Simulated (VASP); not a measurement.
Input of a VASP 6.6.1 run:

File INCAR:

```
ALGO = Normal
EDIFF = 1E-7
EDIFFG = -0.02
ENCUT = 520
GGA = PE
IBRION = 2
ISIF = 2
ISMEAR = -1
KPAR = 4
LASPH = T
LCHARG = F
LREAL = F
LWAVE = F
NELM = 60
NSW = 80
PREC = Accurate
SIGMA = 0.02
```

File KPOINTS:

```
k-points
0
Gamma
  5 5 5
```

POSCAR

```
HfO2
1.0
    5.1501000000      0.0000000000      0.0000000000
    0.0000000000      5.1852000000      0.0000000000
   -0.8308529057      0.0000000000      5.2767898091
Hf O
4 8
Direct
    0.2800000000      0.0492000000      0.2170000000
    0.7200000000      0.5492000000      0.2830000000
    0.7200000000      0.9508000000      0.7830000000
    0.2800000000      0.4508000000      0.7170000000
    0.0693000000      0.3265000000      0.3429000000
    0.9307000000      0.8265000000      0.1571000000
    0.9307000000      0.6735000000      0.6571000000
    0.0693000000      0.1735000000      0.8429000000
    0.4607000000      0.7489000000      0.4888000000
    0.5393000000      0.2489000000      0.0112000000
    0.5393000000      0.2511000000      0.5112000000
    0.4607000000      0.7511000000      0.9888000000
```

Potentials or basis: VASP PAW PBE potentials, release 64 (Hf_pv, O).

The run is started by

```console
$ cat potpaw_PBE.64/Hf_pv/POTCAR potpaw_PBE.64/O/POTCAR > POTCAR
$ mpirun -np 4 vasp_std > vasp.out
```

(1) What does it give for the band gap on the k mesh?

(2) Estimate the energy gained by relaxing.

Answers

(1) 4.11 eV (least direct gap 4.18 eV).

(2) 36.2 meV/atom.

Caveat: spin-orbit coupling is left out, which moves the levels of the heavy elements.
